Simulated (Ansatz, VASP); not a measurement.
Ti: VASP beside Ansatz

The input POSCAR:

```
Ti
1.0
    2.9760183373      0.0000000000      0.0000000000
   -1.4880091687      2.5773074822      0.0000000000
    0.0000000000      0.0000000000      4.5117218788
Ti
2
Direct
    0.3333333333      0.6666666667      0.2500000000
    0.6666666667      0.3333333333      0.7500000000
```

The input INCAR.step1:

```
PREC = Accurate
ENCUT = 520
ISMEAR = 0
SIGMA = 0.15
LREAL = F
LASPH = T
NELM = 100
NBANDS = 19
GGA = PE
ALGO = Normal
EDIFF = 1E-4
LWAVE = T
LCHARG = F
```

INCAR.step2

```
PREC = Accurate
ENCUT = 520
EDIFF = 1E-7
ISMEAR = 0
SIGMA = 0.15
LREAL = F
LASPH = T
NELM = 100
ALGO = Normal
ISIF = 2
LWAVE = F
LCHARG = F
METAGGA = R2SCAN
LMIXTAU = T
NBANDS = 19
ISTART = 1
```

File KPOINTS:

```
regular mesh
0
Gamma
  24 24 14
```

Input for Ansatz:

```yaml
crystal:
  lattice:
    - [2.9760183373, 0.0, 0.0]
    - [-1.4880091687, 2.5773074822, 0.0]
    - [0.0, 0.0, 4.5117218788]
  atoms:
    - { symbol: Ti, position: [0.3333333333, 0.6666666667, 0.25] }
    - { symbol: Ti, position: [0.6666666667, 0.3333333333, 0.75] }
basis:
  ecutwfc: 500
kpoints:
  mp_grid: { grid: [24, 24, 14] }
hamiltonian:
  xc: r2scan
scf:
  occupations: { method: gaussian, width: 0.15 }
output:
  forces: true
  stress: true
  eigenvalues: true
```

Alike in both runs: task single point; functional r2SCAN; k mesh 24 × 24 × 14; occupations gaussian, width 0.15 eV; no spin polarisation.

```csv
,VASP,Ansatz
version,VASP 6.6.1,Ansatz 0.2.0
potentials or method,"VASP PAW PBE potentials, release 64 (Ti_sv), cutoff 520 eV","scalar-relativistic, plane waves, PAW"
valence electrons in the cell,24,24
```

VASP gave:

* gap on the k mesh at the Fermi level (eV): none
* pressure (GPa): 0.4
* traceless stress, the component that is largest in VASP (GPa): 3.31

Problem. Estimate Ansatz's values.

Solution. gap on the k mesh at the Fermi level (eV): none; pressure (GPa): 0.0; traceless stress, the component that is largest in VASP (GPa): 3.29.

VASP's potentials were made for PBE, not for r2SCAN. A gap of «none» marks a metal or a gap that the smearing closes. The functional is the same, so the differences come from potentials, cutoffs and numerics.
